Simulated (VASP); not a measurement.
Input of a VASP 6.6.1 run:

Contents of INCAR:

```
PREC     = Accurate       # precision mode
ENCUT    = 520            # plane-wave cutoff, eV
EDIFF    = 1E-6           # SCF threshold, eV
ISMEAR   = -1             # smearing method
SIGMA    = 0.05           # smearing width, eV
LREAL    = False          # projectors in reciprocal space
LASPH    = True           # aspherical terms in the spheres
NELM     = 150            # most SCF steps
ALGO     = Normal         # electronic algorithm
ISIF     = 2              # what is computed and relaxed
LWAVE    = False          # write WAVECAR
LCHARG   = True           # write CHGCAR
ISPIN    = 2              # spin polarisation
MAGMOM   = 0.607          # initial moments
LORBIT   = 11             # projections on sites
LMAXMIX  = 4              # l up to which the mixer works
GGA      = CA             # functional
LELF     = True           # ELF
LVHAR    = True         
NBANDS   = 15             # bands
```

The input KPOINTS:

```
regular mesh
0
Gamma
  3 3 3
```

The input POSCAR:

```
Ni
1.0
    0.0000000000      1.7124646296      1.7124646296
    1.7124646296      0.0000000000      1.7124646296
    1.7124646296      1.7124646296      0.0000000000
Ni
1
Direct
    0.0000000000      0.0000000000      0.0000000000
```

Potentials or basis: VASP PAW LDA potentials, release 64 (Ni).

Launch:

```sh
$ cat potpaw_LDA.64/Ni/POTCAR > POTCAR
$ mpirun -np 1 vasp_std > vasp.out
```

(1) What does it give for the pressure?

(2) What does it give for the net moment?

(3) What does it give for the site moments?

Results:

(1) 9.8 GPa.

(2) 1.11 μB per cell.

(3) Ni +1.10 μB.

Caveat: the k points lie up to 1.06 Å⁻¹ apart.
